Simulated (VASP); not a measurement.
**Br: single point with PBEsol**

The system is Br.

```
Br
1.0
    -2.79907    2.79907   -7.03462
     8.39721    0.00000    0.00000
     0.00000   -8.39721    0.00000
Br
18
Direct
  0.52583 0.00753 0.68049
  0.01798 0.01258 0.64344
  0.49571 0.34737 0.69432
  0.96379 0.31148 0.64466
  0.51011 0.69306 0.70703
  0.03163 0.66424 0.69041
  0.53260 0.00947 0.36674
  0.97168 0.98567 0.31298
  0.49322 0.34344 0.28262
  0.98373 0.34911 0.33374
  0.49374 0.67801 0.34962
  0.01880 0.68910 0.36692
  0.50394 0.99012 0.01529
  0.99737 0.01694 0.97222
  0.52002 0.34901 0.98475
  0.97911 0.30912 0.99082
  0.47132 0.65019 0.99423
  0.02067 0.65788 0.01722
```

This cell differs from its parent crystal: dynamics (npt langevin) at 450 K, volume x 1.01, from the last frame before.

- Program: VASP 6.6.1
- Task: single point
- Functional: PBEsol
- Potentials or basis: VASP PAW PBE potentials, release 64 (Br)
- Cutoff: 520 eV
- k mesh: 2 × 2 × 2, shifted
- Occupations: fermi-dirac, width 0.05 eV
- Spin: no spin polarisation
- Dipole correction: no
- Further INCAR settings: LREAL = Auto; ALGO = Normal; EDIFF = 1e-06; NBANDS = 78

- Pressure: 2.9 GPa
- Largest force: 1.019 eV/Å

Forces in eV/Å, atoms in the order of the input:
```
Br   0.449 -0.224  0.096
Br  -0.358 -0.376  0.193
Br  -0.137  0.772 -0.177
Br   0.317 -0.073 -0.304
Br  -0.575  0.311  0.180
Br   0.392  0.020  0.210
Br   0.099  0.383  0.335
Br   0.562  0.138 -0.245
Br  -0.012 -0.646 -0.144
Br  -0.378  0.137 -0.007
Br  -0.252  0.049 -0.111
Br  -0.496  0.125  0.073
Br   0.499  0.078 -0.084
Br  -0.280 -0.217 -0.038
Br  -0.888 -0.423  0.267
Br   0.240 -0.107 -0.244
Br   0.670 -0.177 -0.142
Br   0.147  0.231  0.143
```

Stress tensor (GPa, compression positive):
```
6.08 0.05 0.09
0.05 1.91 0.07
0.09 0.07 0.62
```

Levels at points of the mesh, in eV from the Fermi level:
```csv
k point,band 61,band 62,band 63,band 64,band 65,band 66
"(0.25, 0.25, 0.25)",-0.30,-0.09,-0.05,0.04,0.23,0.40
```

Run time: 10 min on 1 thread of Oxide Virtual Turin-like Processor (shared host), peak memory 0.53 GiB.

Caveat: the k points lie up to 0.45 Å⁻¹ apart; the atoms stand as in a frame of molecular dynamics; the PAW data sets were made with another functional, which shifts forces and pressure a little.
